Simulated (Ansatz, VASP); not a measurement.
## One calculation of ZnO, two programs

```
CELL_PARAMETERS angstrom
3.23735 0.00000 0.00000
-1.61868 2.80363 0.00000
0.00000 0.00000 5.22206
ATOMIC_POSITIONS crystal
Zn 0.66667 0.33333 0.50059
Zn 0.33333 0.66667 0.00059
O 0.66667 0.33333 0.87972
O 0.33333 0.66667 0.37972
```

Alike in both runs: task relaxation of cell and atoms; functional PBEsol; k mesh 9 × 9 × 6; occupations gaussian, width 0.02 eV; no spin polarisation.

|  | VASP | Ansatz |
| --- | --- | --- |
| version | VASP 6.6.1 | Ansatz 0.2.0 |
| potentials or method | VASP PAW PBE potentials, release 64 (Zn, O), cutoff 600 eV | scalar-relativistic, plane waves, PAW |
| valence electrons in the cell | 36 | 36 |

Ansatz gave:

- gap on the k mesh at the Fermi level, each at its own relaxed structure (eV): 0.70
- relaxed volume (Å³/atom): 11.78
- relaxed cell length with the largest relative difference (Å): 3.231

Task: Which values does VASP return?

Result: gap on the k mesh at the Fermi level, each at its own relaxed structure (eV): 0.68; relaxed volume (Å³/atom): 11.84; relaxed cell length with the largest relative difference (Å): 3.236.

VASP's potentials were made for PBE, not for PBEsol.
